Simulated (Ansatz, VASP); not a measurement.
**H in VASP and in Ansatz**

```
H
1.0
    -1.41019    1.41019    1.93064
     1.41019   -1.41019    1.93064
     1.41019    1.41019   -1.93064
H
2
Direct
  0.90015 0.90015 0.00000
  0.09985 0.09985 0.00000
```

Alike in both runs: task relaxation of cell and atoms; functional LDA; k mesh 12 × 12 × 12; no spin polarisation.

|  | VASP | Ansatz |
| --- | --- | --- |
| version | VASP 6.6.1 | Ansatz 0.2.0 |
| potentials or method | VASP PAW LDA potentials, release 64 (H_h), cutoff 1230 eV | scalar-relativistic, plane waves, PAW |
| occupations | gaussian, width 0.01 eV | fixed |
| valence electrons in the cell | 2 | 2 |

Ansatz gave:

| Quantity | Value |
| --- | --- |
| gap on the k mesh at the Fermi level, each at its own relaxed structure (eV) | 7.18 |
| relaxed volume (Å³/atom) | 7.68 |
| relaxed length of the cell vector where the two differ most in proportion (Å) | 2.776 |

Question: What did VASP give for the same quantities?

Answer: gap on the k mesh at the Fermi level, each at its own relaxed structure (eV): 7.15; relaxed volume (Å³/atom): 7.64; relaxed length of the cell vector where the two differ most in proportion (Å): 2.771.

LDA's correlation is that of Perdew and Zunger in VASP and of Perdew and Wang (1992) in Ansatz.
